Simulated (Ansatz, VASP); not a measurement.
# Si3N4: VASP beside Ansatz

```
Si N
1.0
     7.59500    0.00000    0.00000
    -3.79750    6.57746    0.00000
     0.00000    0.00000    2.98937
Si N
6 8
Direct
  0.76930 0.17413 0.32563
  0.59517 0.76930 0.82563
  0.82587 0.59517 0.32563
  0.23070 0.82587 0.82563
  0.40483 0.23070 0.32563
  0.17413 0.40483 0.82563
  0.03273 0.32989 0.32563
  0.70284 0.03273 0.82563
  0.67011 0.70284 0.32563
  0.96727 0.67011 0.82563
  0.29716 0.96727 0.32563
  0.32989 0.29716 0.82563
  0.33333 0.66667 0.82563
  0.66667 0.33333 0.32563
```

Change from the starting cell: z stretched by +3 %, ions relaxed.

Alike in both runs: functional PBE; k mesh 4 × 4 × 10; occupations fermi-dirac, width 0.02 eV; no spin polarisation.

Ansatz relaxed the structure, and its values are those at the end. VASP's run is a single point on that final structure, the one shown.

```csv
,VASP,Ansatz
version,VASP 6.6.1,Ansatz 0.2.0
potentials or method,"VASP PAW PBE potentials, release 64 (Si, N)","plane-wave PAW, scalar-relativistic"
plane-wave cutoff (eV),520,420
valence electrons in the cell,64,64
```

VASP gave:

- gap on the k mesh at the Fermi level (eV): 3.74
- pressure (GPa): -1.3

Q: Estimate Ansatz's values.

A: gap on the k mesh at the Fermi level (eV): 3.75; pressure (GPa): -1.0.

Ansatz's warnings: stress scf threshold loose.
